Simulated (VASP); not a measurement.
Wanted: the native input for a VASP 6.6.1 run.

```yaml
Task: single point
Functional: r2SCAN
Potentials_or_basis: VASP PAW PBE potentials, release 64 (Ba_sv, Ti_sv, O)
Cutoff: 520 eV
k_mesh: 6 × 6 × 6
Occupations: gaussian, width 0.02 eV
Spin: no spin polarisation
Hubbard_terms: Ti d U = 4.0 eV
Dipole_correction: no
Further_INCAR_settings: ALGO = Normal; EDIFF = 1e-06; NBANDS = 28
```

The system is BaTiO3.

```
Ba Ti O
1.0
     3.92626    0.00000    0.00000
     0.00000    2.77630    2.77627
     0.00000   -2.77630    2.77627
Ba Ti O
1 1 3
Cartesian
  0.0000 0.0000 -0.0215
  1.9631 0.0000 2.7555
  1.9631 1.3879 4.1412
  1.9631 -1.3879 4.1412
  0.0000 0.0000 2.7533
```

One way to write it, as run:

POSCAR

```
BaTiO3
1.0
    3.9262572815      0.0000000000      0.0000000000
    0.0000000000      2.7762983384      2.7762656432
    0.0000000000     -2.7762983384      2.7762656432
Ba Ti O
1 1 3
Direct
    0.0000000000     -0.0038752435     -0.0038752435
    0.5000000000      0.4962648504      0.4962648504
    0.5000000000      0.9957677299      0.4958713478
    0.5000000000      0.4958713478      0.9957677299
    0.0000000000      0.4958713154      0.4958713154
```

INCAR.step1

```
SYSTEM = BaTiO3
ALGO = Normal ; EDIFF = 1E-4
ENCUT = 520 ; GGA = PE
ISMEAR = 0 ; LASPH = .True.
LCHARG = .False. ; LDAU = .True.
LDAUJ = 0 0 0 ; LDAUL = -1 2 -1
LDAUTYPE = 2 ; LDAUU = 0 4 0
LMAXMIX = 4 ; LREAL = .False.
LWAVE = .True. ; NBANDS = 28
NELM = 150 ; PREC = Accurate
SIGMA = 0.02
```

INCAR.step2

```
SYSTEM = BaTiO3
ALGO = Normal ; EDIFF = 1E-6
ENCUT = 520 ; ISIF = 2
ISMEAR = 0 ; ISTART = 1
LASPH = .True. ; LCHARG = .False.
LDAU = .True. ; LDAUJ = 0 0 0
LDAUL = -1 2 -1 ; LDAUPRINT = 1
LDAUTYPE = 2 ; LDAUU = 0 4 0
LMAXMIX = 4 ; LMIXTAU = .True.
LREAL = .False. ; LWAVE = .False.
METAGGA = R2SCAN ; NBANDS = 28
NELM = 150 ; PREC = Accurate
SIGMA = 0.02
```

KPOINTS

```
k-points
0
Gamma
  6 6 6
  0 0 0
```

Potentials or basis: VASP PAW PBE potentials, release 64 (Ba_sv, Ti_sv, O).

Launch:

```console
$ cat potpaw_PBE.64/Ba_sv/POTCAR potpaw_PBE.64/Ti_sv/POTCAR potpaw_PBE.64/O/POTCAR > POTCAR
$ cp INCAR.step1 INCAR
$ mpirun -np 1 vasp_std > vasp.out
$ cp INCAR.step2 INCAR
$ mpirun -np 1 vasp_std > vasp.out
```

Results of the run:

| Item | Value |
| --- | --- |
| Pressure | 16.7 GPa |
| Largest force | 0.015 eV/Å |
| Band gap on the k mesh | 2.82 eV (least direct gap 2.96 eV) |

Caveat: the cell stands under pressure; the PAW data sets were made with another functional, which shifts forces and pressure a little; spin-orbit coupling is left out, which moves the levels of the heavy elements.

Wall time 4.4 min on 1 thread of Intel(R) Xeon(R) Platinum 8488C (Sapphire Rapids), on a shared host, peak memory 0.23 GiB.
